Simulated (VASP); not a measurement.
Write the native input for VASP 6.6.1 that does the following.

- Task: single point
- Functional: LDA
- Potentials or basis: VASP PAW LDA potentials, release 64 (Na_pv, Cl)
- Cutoff: 520 eV
- k mesh: 8 × 8 × 8
- Occupations: gaussian, width 0.01 eV
- Spin: no spin polarisation
- Dipole correction: no
- Further INCAR settings: ALGO = Normal; EDIFF = 1e-06; NBANDS = 14

The structure of NaCl lies in POSCAR:

```
NaCl
1.0
    0.0000000000      2.5595354740      2.5595354740
    2.5595354740      0.0000000000      2.5595354740
    2.5595354740      2.5595354740      0.0000000000
Na Cl
1 1
Direct
    0.0000000000      0.0000000000      0.0000000000
    0.5000000000      0.5000000000      0.5000000000
```

The input as run:

INCAR

```
ALGO = Normal
EDIFF = 1E-6
ENCUT = 520
GGA = CA
ISIF = 2
ISMEAR = 0
LASPH = T
LCHARG = F
LREAL = F
LWAVE = F
NBANDS = 14
NELM = 80
PREC = Accurate
SIGMA = 0.01
```

KPOINTS

```
k-points
0
Gamma
  8 8 8
```

Potentials or basis: VASP PAW LDA potentials, release 64 (Na_pv, Cl).

Run with:

```sh
$ cat potpaw_LDA.64/Na_pv/POTCAR potpaw_LDA.64/Cl/POTCAR > POTCAR
$ mpirun -np 1 vasp_std > vasp.out
```

Results of the run:

```json
{
 "Pressure": "10.1 GPa",
 "Band gap on the k mesh": "6.07 eV, direct"
}
```

It took 8.6 s on 1 thread of Intel(R) Xeon(R) Platinum 8259CL CPU @ 2.50GHz (Skylake/Cascade Lake), with other jobs on the host, peak memory 0.13 GiB.
